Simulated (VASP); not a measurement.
Crystal: LiF (Griceite).

```xyz
2
Lattice="0.0000 2.0535 2.0535 2.0535 0.0000 2.0535 2.0535 2.0535 0.0000" Properties=species:S:1:pos:R:3 pbc="T T T"
F     2.0535    2.0535    2.0535
Li    0.0000    0.0000    0.0000
```

Base run:

```yaml
Program: VASP 6.6.1
Functional: PBE
Potentials_or_basis: VASP PAW PBE potentials, release 64 (F, Li_sv)
Cutoff: 520 eV
k_mesh: 11 × 11 × 11
Occupations: fermi-dirac, width 0.05 eV
Spin: no spin polarisation
```

Its results: band gap on the k mesh 8.59 eV, direct.

Problem. The run is repeated on the same cell with these changes: functional from PBE to LDA; potentials or basis from VASP PAW PBE potentials, release 64 (F, Li_sv) to VASP PAW LDA potentials, release 64 (F, Li_sv). What comes out?

Solution. Band gap on the k mesh 8.33 eV, direct.

A k mesh can miss the band edges.
